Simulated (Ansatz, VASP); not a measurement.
Given: the input of a run of Ansatz 0.2.0 on As.

The input input.yaml:

```yaml
crystal:
  lattice:
    - [1.8370864449, -5.5364249026, 0.0]
    - [1.8370864449, 5.5364249026, 0.0]
    - [0.0, 0.0, 4.4996035117]
  atoms:
    - { symbol: As, position: [0.39, 0.61, 0.56] }
    - { symbol: As, position: [0.89, 0.11, 0.94] }
    - { symbol: As, position: [0.61, 0.39, 0.44] }
    - { symbol: As, position: [0.11, 0.89, 0.06] }
hamiltonian:
  xc: lda
  pseudopotentials: { kind: paw }
kpoints:
  mp_grid: { grid: [8, 8, 6] }
scf:
  occupations: { method: fermi_dirac, width: 0.05 }
output:
  forces: true
  stress: true
  eigenvalues: true
```

Potentials or basis: Ansatz PAW.

Run with:

```bash
$ ansatz run input.yaml --threads 1 --pin off --max-ram 3584MiB --backend cpu --events-out ev --progress --plain --runs-dir out
```

Translate it to VASP 6.6.1. Potentials there: VASP PAW LDA potentials, release 64 (As).

As run (the cutoff follows the program's own potentials):

The input INCAR:

```
  PREC = Accurate
  ENCUT = 520
  EDIFF = 1E-6
  ISMEAR = -1
  SIGMA = 0.05
  LREAL = F
  LASPH = T
  NELM = 60
  ALGO = Normal
  ISIF = 2
  LWAVE = F
  LCHARG = F
  NBANDS = 18
```

The input KPOINTS:

```
regular mesh
0
Gamma
  8 8 6
```

POSCAR

```
As
1.0
    1.8370864449     -5.5364249026      0.0000000000
    1.8370864449      5.5364249026      0.0000000000
    0.0000000000      0.0000000000      4.4996035117
As
4
Direct
    0.3900000000      0.6100000000      0.5600000000
    0.8900000000      0.1100000000      0.9400000000
    0.6100000000      0.3900000000      0.4400000000
    0.1100000000      0.8900000000      0.0600000000
```

Potentials or basis: VASP PAW LDA potentials, release 64 (As).

Launch:

```bash
$ cat potpaw_LDA.64/As/POTCAR > POTCAR
$ mpirun -np 1 vasp_std > vasp.out
```

Both were run:

|  | VASP | Ansatz | Ansatz less VASP |
| --- | --- | --- | --- |
| gap on the k mesh at the Fermi level (eV) | 0.04 | 0.05 | +0.014 |
| least direct gap on the mesh (eV) | 0.11 | 0.12 | +0.011 |
| pressure (GPa) | -2.8 | -3.2 | -0.38 |
| traceless stress, the component that is largest in VASP (GPa) | -0.85 | -0.82 | +0.028 |
| rms of the force components (eV/Å) | 0.146 | 0.183 | +0.0374 |

LDA's correlation is that of Perdew and Zunger in VASP and of Perdew and Wang (1992) in Ansatz. Atom by atom the forces differ by 0.041 eV/Å (rms over components). VASP's potentials hold 20 valence electrons a cell and Ansatz's 60, so a difference there can come from the potentials and not from the codes.
